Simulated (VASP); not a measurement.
Here is a VASP 6.6.1 calculation.

Contents of INCAR:

```
SYSTEM = Te
PREC     = Accurate       ! precision mode
ENCUT    = 500            ! plane-wave cutoff, eV
EDIFF    = 1E-7           ! SCF threshold, eV
ISMEAR   = 0              ! smearing method
SIGMA    = 0.05           ! smearing width, eV
LREAL    = .False.        ! projectors in reciprocal space
LASPH    = .True.         ! aspherical terms in the spheres
NELM     = 200            ! most SCF steps
ALGO     = Normal         ! electronic algorithm
ISIF     = 4              ! what is computed and relaxed
LWAVE    = .False.        ! write WAVECAR
LCHARG   = .False.        ! write CHGCAR
MAGMOM   = 0 0 0 0 0 0 0 0 0 ! initial moments
LORBIT   = 11             ! projections on sites
LSORBIT  = .True.         ! spin-orbit coupling
GGA_COMPAT= .False.      
LORBMOM  = .True.       
GGA      = PE             ! functional
IBRION   = 2              ! ionic algorithm
NSW      = 60             ! ionic steps
EDIFFG   = -0.02          ! ionic threshold
NELMIN   = 4            
KPAR     = 4
```

The input KPOINTS:

```
Automatic mesh
0
Gamma
  10 10 8
  0 0 0
```

Contents of POSCAR:

```
Te
1.0
    4.5437695503      0.0000000000      0.0000000000
   -2.2718847752      3.9350198595      0.0000000000
    0.0000000000      0.0000000000      5.8926931795
Te
3
Direct
    0.2681045764      0.0000000000      0.8333333333
    0.0000000000      0.2681045764      0.1666666667
    0.7318954236      0.7318954236      0.5000000000
```

Potentials or basis: VASP PAW PBE potentials, release 64 (Te).

The run is started by

```console
$ cat potpaw_PBE.64/Te/POTCAR > POTCAR
$ mpirun -np 4 vasp_ncl > vasp.out
```

(1) Estimate the net moment.

## Answers

(1) 0.00 μB per cell.
